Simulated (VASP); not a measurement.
The system is As.

```
CELL_PARAMETERS angstrom
2.92232 0.00000 0.00000
-1.46116 2.53081 0.00000
0.00000 0.00000 4.94843
ATOMIC_POSITIONS crystal
As 0.33333 0.66667 0.25000
As 0.66667 0.33333 0.75000
```

This isn't the form of As at room conditions, which is rhombohedral.

| Item | Value |
| --- | --- |
| Program | VASP 6.6.1 |
| Task | relaxation of cell and atoms |
| Functional | PBEsol |
| Potentials or basis | VASP PAW PBE potentials, release 64 (As) |
| Cutoff | 600 eV |
| k mesh | 21 × 21 × 12 |
| Occupations | gaussian, width 0.1 eV |
| Spin | no spin polarisation |

At the start: pressure 0.9 GPa; volume 18.30 Å³/atom.

Q: Where does the relaxation end?

A: Over 7 steps the energy falls by 3.6 meV/atom and the volume is 18.42 Å³/atom (+0.7 %); space group P6_3/mmc (No. 194, to 0.1 Å) before and after.

Step by step:
```
step  energy change (eV)  largest force (eV/Å)  pressure (GPa)  volume (Å³)
   1              0.0000                0.0000            0.90        36.60
   2             -0.0035                0.0000           -0.61        37.14
   3             -0.0036                0.0000           -0.79        37.21
   4             -0.0062                0.0000           -0.78        37.16
   5             -0.0064                0.0000           -0.75        37.14
   6             -0.0071                0.0000            0.17        36.77
   7             -0.0072                0.0000            0.00        36.84
```

Final structure:
```
CELL_PARAMETERS angstrom
2.95761 0.00000 0.00000
-1.47880 2.56136 0.00000
0.00000 0.00000 4.86304
ATOMIC_POSITIONS crystal
As 0.33333 0.66667 0.25000
As 0.66667 0.33333 0.75000
```

Caveat: the PAW data sets were made with another functional, which shifts forces and pressure a little.
